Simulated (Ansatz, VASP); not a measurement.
## Two plane-wave programs on FePt

```
Fe Pt
1.0
     3.05928    0.00000    0.00000
     0.00000    3.05928    0.00000
     0.00000    0.00000    3.05928
Fe Pt
1 1
Direct
  0.00000 0.00000 0.00000
  0.50000 0.50000 0.50000
```

Alike in both runs: task relaxation of cell and atoms; functional PBE; k mesh 14 × 14 × 14; occupations gaussian, width 0.1 eV; no spin polarisation.

|  | VASP | Ansatz |
| --- | --- | --- |
| version | VASP 6.6.1 | Ansatz 0.2.0 |
| potentials or method | VASP PAW PBE potentials, release 64 (Fe, Pt), cutoff 600 eV | scalar-relativistic, plane waves, PAW |
| valence electrons in the cell | 18 | 34 |

```tsv
	VASP	Ansatz	Ansatz less VASP
gap on the k mesh at the Fermi level, each at its own relaxed structure (eV)	none	none	-
relaxed volume (Å³/atom)	13.29	13.32	+0.021
relaxed cell length with the largest relative difference (Å)	2.985	2.986	+0.0016
```

A gap of «none» marks a metal or a gap that the smearing closes. VASP's potentials hold 18 valence electrons a cell and Ansatz's 34, so a difference there can come from the potentials and not from the codes.

Neither program's run includes spin-orbit coupling.
